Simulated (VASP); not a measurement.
# N (P2_13) in VASP: single point with PBE+D3(BJ)

Aim: the single point of N with PBE+D3(BJ).

All numbers are computed with VASP 6.6.1; they aren't measurements. Logs are shortened: lines on timing, memory, paths and dates and some standing lists are left out, and cuts for length are marked.

### 1 The cell of the first run

The typed cell holds 8 atoms: a = 5.676 Å, b = 5.676 Å, c = 5.676 Å, α = 90.00°, β = 90.00°, γ = 90.00°.

### 2 Single point, PBE+D3(BJ)

Contents of INCAR:

```
PREC = Accurate
ENCUT = 1330
EDIFF = 1E-6
ISMEAR = 0
SIGMA = 0.02
LREAL = False
LASPH = True
NELM = 120
ALGO = Normal
ISIF = 2
LWAVE = False
LCHARG = True
GGA = PE
IVDW = 12
LELF = True
LVHAR = True
NBANDS = 30
GGA_COMPAT = False
```

Contents of KPOINTS:

```
Automatic mesh
0
Gamma
  4 4 4
```

Contents of POSCAR:

```
N
1.0
    5.6760297088      0.0000000000      0.0000000000
    0.0000000000      5.6760297088      0.0000000000
    0.0000000000      0.0000000000      5.6760297088
N
8
Direct
    0.0560735828      0.0560735828      0.0560735828
    0.4439264172      0.9439264172      0.5560735828
    0.5560735828      0.4439264172      0.9439264172
    0.9439264172      0.5560735828      0.4439264172
    0.9440318838      0.9440318838      0.9440318838
    0.5559681162      0.0559681162      0.4440318838
    0.4440318838      0.5559681162      0.0559681162
    0.0559681162      0.4440318838      0.5559681162
```

Potentials or basis: VASP PAW PBE potentials, release 64 (N_h).

On the command line:

```console
$ cat potpaw_PBE.64/N_h/POTCAR > POTCAR
$ mpirun -np 1 vasp_std > vasp.out
```

OUTCAR:

```text
PREC = Accurate
   ENCUT = 1330
   EDIFF = 1E-6
   ISMEAR = 0
   LREAL = False
   LASPH = True
   NELM = 120
   ISIF = 2
   GGA = PE
   IVDW = 12
 IVDW          = 12

 ion  position               nearest neighbor table
   1  0.056  0.056  0.056-   5 1.10
   2  0.444  0.944  0.556-   6 1.10
   3  0.556  0.444  0.944-   7 1.10
   4  0.944  0.556  0.444-   8 1.10
   5  0.944  0.944  0.944-   1 1.10
   6  0.556  0.056  0.444-   2 1.10
   7  0.444  0.556  0.056-   3 1.10
   8  0.056  0.444  0.556-   4 1.10

  LATTYP: Found a simple cubic cell.
 ALAT       =     5.6760297088

  Lattice vectors:

 A1 = (   5.6760297088,   0.0000000000,   0.0000000000)
 A2 = (   0.0000000000,   5.6760297088,   0.0000000000)
 A3 = (   0.0000000000,   0.0000000000,   5.6760297088)

Analysis of symmetry for initial positions (statically):
=====================================================================
 Subroutine PRICEL returns:
 Original cell was already a primitive cell.

 Routine SETGRP: Setting up the symmetry group for a
 simple cubic supercell.

 Subroutine GETGRP returns: Found 12 space group operations
 (whereof  3 operations were pure point group operations)
 out of a pool of 48 trial point group operations.

The static configuration has the point symmetry C_3 .
 The point group associated with its full space group is T   .

Analysis of symmetry for dynamics (positions and initial velocities):
=====================================================================
 Subroutine PRICEL returns:
 Original cell was already a primitive cell.

 Routine SETGRP: Setting up the symmetry group for a
 simple cubic supercell.

 Subroutine GETGRP returns: Found 12 space group operations
 (whereof  3 operations were pure point group operations)
 out of a pool of 48 trial point group operations.

The dynamic configuration has the point symmetry C_3 .
 The point group associated with its full space group is T   .

 Subroutine INISYM returns: Found 12 space group operations
 (whereof  3 operations are pure point group operations),
 and found     1 'primitive' translations

----------------------------------------------------------------------------------------

                                     Primitive cell

  volume of cell :     182.8664

  direct lattice vectors                    reciprocal lattice vectors
     5.676029709  0.000000000  0.000000000     0.176179487  0.000000000  0.000000000
     0.000000000  5.676029709  0.000000000     0.000000000  0.176179487  0.000000000
     0.000000000  0.000000000  5.676029709     0.000000000  0.000000000  0.176179487

  length of vectors
     5.676029709  5.676029709  5.676029709     0.176179487  0.176179487  0.176179487

  position of ions in fractional coordinates (direct lattice)
     0.056073583  0.056073583  0.056073583
     0.443926417  0.943926417  0.556073583
     0.556073583  0.443926417  0.943926417
     0.943926417  0.556073583  0.443926417
     0.944031884  0.944031884  0.944031884
     0.555968116  0.055968116  0.444031884
     0.444031884  0.555968116  0.055968116
     0.055968116  0.444031884  0.555968116

  ion indices of the primitive-cell ions
   primitive index   ion index
                 1           1
                 2           2
                 3           3
                 4           4
                 5           5
                 6           6
                 7           7
                 8           8

----------------------------------------------------------------------------------------

 KPOINTS: Automatic mesh

Automatic generation of k-mesh.
 Grid dimensions read from file:
 generate k-points for:    4    4    4

 Generating k-lattice:

  Cartesian coordinates                     Fractional coordinates (reciprocal lattice)
     0.044044872  0.000000000  0.000000000     0.250000000  0.000000000  0.000000000
     0.000000000  0.044044872  0.000000000     0.000000000  0.250000000  0.000000000
     0.000000000  0.000000000  0.044044872     0.000000000  0.000000000  0.250000000

  Length of vectors
     0.044044872  0.044044872  0.044044872

  Shift w.r.t. Gamma in fractional coordinates (k-lattice)
     0.000000000  0.000000000  0.000000000

 Subroutine IBZKPT returns following result:
 ===========================================

 Found     11 irreducible k-points:

 Following reciprocal coordinates:
            Coordinates               Weight
  0.000000  0.000000  0.000000      1.000000
  0.250000  0.000000  0.000000      6.000000
  0.500000  0.000000  0.000000      3.000000
  0.250000  0.250000  0.000000     12.000000
  0.500000  0.250000  0.000000      6.000000
 -0.250000  0.500000  0.000000      6.000000
  0.500000  0.500000  0.000000      3.000000
  0.250000  0.250000  0.250000      8.000000
  0.500000  0.250000  0.250000     12.000000
  0.500000  0.500000  0.250000      6.000000
  0.500000  0.500000  0.500000      1.000000
   k-points           NKPTS =     11   k-points in BZ     NKDIM =     11   number of bands    NBANDS=     30
   number of dos      NEDOS =    301   number of ions     NIONS =      8
   total plane-waves  NPLWV = 343000
   dimension x,y,z NGX =    70 NGY =   70 NGZ =   70
   dimension x,y,z NGXF=   140 NGYF=  140 NGZF=  140
   ions per type =               8
   NGX,Y,Z   is equivalent  to a cutoff of  20.50, 20.50, 20.50 a.u.
   NGXF,Y,Z  is equivalent  to a cutoff of  41.00, 41.00, 41.00 a.u.
 SYSTEM =  unknown system
   PREC   = accura    normal or accurate (medium, high low for compatibility)
   ISTART =      0    job   : 0-new  1-cont  2-samecut
   ICHARG =      2    charge: 1-file 2-atom 10-const
   ISPIN  =      1    spin polarized calculation?
   LNONCOLLINEAR =      F non collinear calculations
   LSORBIT =      F    spin-orbit coupling
   LASPH  =      T    aspherical Exc in radial PAW
   ENCUT  = 1330.0 eV  97.75 Ry    9.89 a.u.  16.88 16.88 16.88*2*pi/ulx,y,z
   NELM   =    120;   NELMIN=  2; NELMDL= -5     # of ELM steps
   EDIFF  = 0.1E-05   stopping-criterion for ELM
   LREAL  =      F    real-space projection
[... 7 lines left out ...]
   TEBEG  =    0.0;   TEEND  =   0.0 temperature during run
   PSTRESS=    0.0 pullay stress
   NELECT =      40.0000    total number of electrons
   NUPDOWN=      -1.0000    fix difference up-down
   EMIN   =  10.00;   EMAX   =-10.00  energy-range for DOS
   EFERMI =   0.00;   METHOD = LEGACY
   ISMEAR =     0;   SIGMA  =   0.02  broadening in eV -4-tet -1-fermi 0-gaus
   EFERMI_NEDOS =   21; number of points for ismear=-14 and -15
   IALGO  =     38    algorithm
   IMIX   =      4    mixing-type and parameters
     AMIX     =   0.40;   BMIX     =  1.00
     AMIX_MAG =   1.60;   BMIX_MAG =  1.00
  volume/ion in A,a.u.               =      22.86       154.26
  Fermi-wavevector in a.u.,A,eV,Ry     =   0.986393  1.864013 13.238088  0.972972
  Thomas-Fermi vector in A             =   2.117771
   LORBIT       =      0    0 simple, 1 ext, 2 COOP (PROOUT), +10 PAW based schemes
   GGA     = PE    functional components
   LHFCALC =     F    Hartree Fock is set to
   AEXX    =    0.0000 exact exchange contribution
   IVDW    =    12    specifies the selected vdW correction
   LEPSILON=     F    determine dielectric tensor
   LRPA    =     F    only Hartree local field effects (RPA)
 non-spin polarized calculation
 Gauss-broadening in eV      SIGMA  =   0.02
  energy-cutoff  :     1330.00
  volume of cell :      182.87
 maximum number of plane-waves:     20336
 NGX is ok and might be reduce to    70
   NGX = 33   NGY = 33   NGZ = 33

 number of electron      40.0000000 magnetization

 Free energy of the ion-electron system (eV)
  ---------------------------------------------------
  ext. energy  EPLUGINS =         0.00000000
  ---------------------------------------------------
  free energy    TOTEN  =       -67.34022216 eV

  energy without entropy =      -67.34022216  energy(sigma->0) =      -67.34022216

 E-fermi :  -6.1733     XC(G=0):  -6.4046

 val. band max:       -6.3157367544   @ k =   0.5000   0.0000   0.0000
 cond. band min:       1.1071122658   @ k =   0.0000   0.0000   0.0000
 fundamental gap:      7.4228490203
 Fermi energy:        -6.1733075356

 k-point     1 :       0.0000    0.0000    0.0000
  band No.  band energies     occupation
      1     -24.4860      2.00000
      2     -24.4332      2.00000
      3     -24.4332      2.00000
      4     -24.4332      2.00000
      5      -9.8681      2.00000
      6      -9.8681      2.00000
[... 22 lines left out ...]
     29       4.7892      0.00000
     30       7.6087      0.00000

 k-point     2 :       0.2500    0.0000    0.0000
  band No.  band energies     occupation
      1     -24.4782      2.00000
      2     -24.4409      2.00000
      3     -24.4332      2.00000
      4     -24.4331      2.00000
      5      -9.8628      2.00000
      6      -9.8616      2.00000
[... 22 lines left out ...]
     29       4.9235      0.00000
     30       6.5297      0.00000

 k-point     3 :       0.5000    0.0000    0.0000
  band No.  band energies     occupation
      1     -24.4596      2.00000
      2     -24.4596      2.00000
      3     -24.4331      2.00000
      4     -24.4331      2.00000
      5      -9.8562      2.00000
      6      -9.8562      2.00000
[... 22 lines left out ...]
     29       5.4801      0.00000
     30       5.4801      0.00000

 k-point     4 :       0.2500    0.2500    0.0000
  band No.  band energies     occupation
      1     -24.4716      2.00000
      2     -24.4397      2.00000
      3     -24.4397      2.00000
      4     -24.4342      2.00000
      5      -9.8606      2.00000
      6      -9.8471      2.00000
[... 187 lines left out ...]
     29       5.7278      0.00000
     30       5.7278      0.00000

 k-point    10 :       0.5000    0.5000    0.2500
  band No.  band energies     occupation
      1     -24.4461      2.00000
      2     -24.4461      2.00000
      3     -24.4461      2.00000
      4     -24.4461      2.00000
      5      -9.8493      2.00000
      6      -9.8493      2.00000
[... 22 lines left out ...]
     29       6.1705      0.00000
     30       6.1707      0.00000

 k-point    11 :       0.5000    0.5000    0.5000
  band No.  band energies     occupation
      1     -24.4461      2.00000
      2     -24.4461      2.00000
      3     -24.4461      2.00000
      4     -24.4461      2.00000
      5      -9.8641      2.00000
      6      -9.8641      2.00000
[... 22 lines left out ...]
     29       6.3554      0.00000
     30       6.3554      0.00000

------------------------ aborting loop because EDIFF is reached ----------------------------------------

 Edisp (eV)   -0.42778

 E8    (eV) :    -0.1014

  FORCE on cell =-STRESS in cart. coord.  units (eV):
  Direction    XX          YY          ZZ          XY          YZ          ZX
  --------------------------------------------------------------------------------------
  -------------------------------------------------------------------------------------
  Total      -0.09149    -0.09149    -0.09149    -0.00000     0.00000     0.00000
  in kB      -0.80158    -0.80158    -0.80158    -0.00000     0.00000     0.00000
  external pressure =       -0.80 kB  Pullay stress =        0.00 kB

 VOLUME and BASIS-vectors are now :
 -----------------------------------------------------------------------------
  energy-cutoff  :     1330.00
  volume of cell :      182.87
      direct lattice vectors                 reciprocal lattice vectors
     5.676029709  0.000000000  0.000000000     0.176179487  0.000000000  0.000000000
     0.000000000  5.676029709  0.000000000     0.000000000  0.176179487  0.000000000
     0.000000000  0.000000000  5.676029709     0.000000000  0.000000000  0.176179487

 POSITION                                       TOTAL-FORCE (eV/Angst)
 -----------------------------------------------------------------------------------
      0.31828      0.31828      0.31828         0.031734      0.031734      0.031734
      2.51974      5.35775      3.15629        -0.031734     -0.031734      0.031734
      3.15629      2.51974      5.35775         0.031734     -0.031734     -0.031734
      5.35775      3.15629      2.51974        -0.031734      0.031734     -0.031734
      5.35835      5.35835      5.35835        -0.031850     -0.031850     -0.031850
      3.15569      0.31768      2.52034         0.031850      0.031850     -0.031850
      2.52034      3.15569      0.31768        -0.031850      0.031850      0.031850
      0.31768      2.52034      3.15569         0.031850     -0.031850      0.031850
 -----------------------------------------------------------------------------------
    total drift:                               -0.000000     -0.000000     -0.000000

  FREE ENERGIE OF THE ION-ELECTRON SYSTEM (eV)
  ---------------------------------------------------
  free  energy   TOTEN  =       -67.7679975250 eV

  energy  without entropy=      -67.7679975250  energy(sigma->0) =      -67.76799753
```

Run time: 2 min. Hardware: 1 thread of Intel Xeon 6975P-C (Granite Rapids), shared host; peak memory 0.76 GiB.

Results:

```yaml
Free_energy: -67.7680 eV
Pressure: -0.1 GPa
Largest_force: 0.055 eV/Å
Band_gap_on_the_k_mesh: 7.42 eV (least direct gap 7.45 eV)
Dispersion_energy_per_atom: -0.053 eV
```

Forces in eV/Å, atoms in the order of the input:
```
N    0.032  0.032  0.032
N   -0.032 -0.032  0.032
N    0.032 -0.032 -0.032
N   -0.032  0.032 -0.032
N   -0.032 -0.032 -0.032
N    0.032  0.032 -0.032
N   -0.032  0.032  0.032
N    0.032 -0.032  0.032
```
